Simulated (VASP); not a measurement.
Wanted: the native input for a VASP 6.6.1 run.

```
Task                   : single point
Functional             : PBEsol
Potentials or basis    : VASP PAW PBE potentials, release 64 (Na_pv, F)
Cutoff                 : 520 eV
k mesh                 : 8 × 8 × 8
Occupations            : gaussian, width 0.05 eV
Spin                   : no spin polarisation
Dipole correction      : no
Further INCAR settings : ALGO = Normal; EDIFF = 1e-06; NBANDS = 14
```

The structure of NaF lies in POSCAR:

```
NaF
1.0
    0.0000000000      2.3233000000      2.2768340000
    2.3233000000      0.0000000000      2.2768340000
    2.3233000000      2.3233000000      0.0000000000
Na F
1 1
Direct
    0.0000000000      0.0000000000      0.0000000000
    0.5000000000      0.5000000000      0.5000000000
```

This cell differs from its parent crystal: strain -0.0200 x Voigt [0, 0, 1, 0, 0, 0].

These files were run (other wordings do the same):

INCAR

```
SYSTEM = NaF
PREC = Accurate
ENCUT = 520
EDIFF = 1E-6
ISMEAR = 0
SIGMA = 0.05
LREAL = .False.
LASPH = .True.
NELM = 60
ALGO = Normal
ISIF = 2
LWAVE = .False.
LCHARG = .False.
GGA = PS
NBANDS = 14
```

KPOINTS

```
regular mesh
0
Gamma
  8 8 8
  0 0 0
```

Potentials or basis: VASP PAW PBE potentials, release 64 (Na_pv, F).

Command:

```sh
$ cat potpaw_PBE.64/Na_pv/POTCAR potpaw_PBE.64/F/POTCAR > POTCAR
$ mpirun -np 1 vasp_std > vasp.out
```

Results of the run:

```yaml
Pressure: 0.4 GPa
Band_gap_on_the_k_mesh: 6.22 eV
```

Caveat: the cell differs from its parent crystal (strain -0.0200 x Voigt [0, 0, 1, 0, 0, 0]); the PAW data sets were made with another functional, which shifts forces and pressure a little.

Run time: 8.5 s on 1 thread of Intel(R) Xeon(R) Platinum 8124M CPU @ 3.00GHz (Skylake/Cascade Lake), with other jobs on the host, peak memory 0.14 GiB.
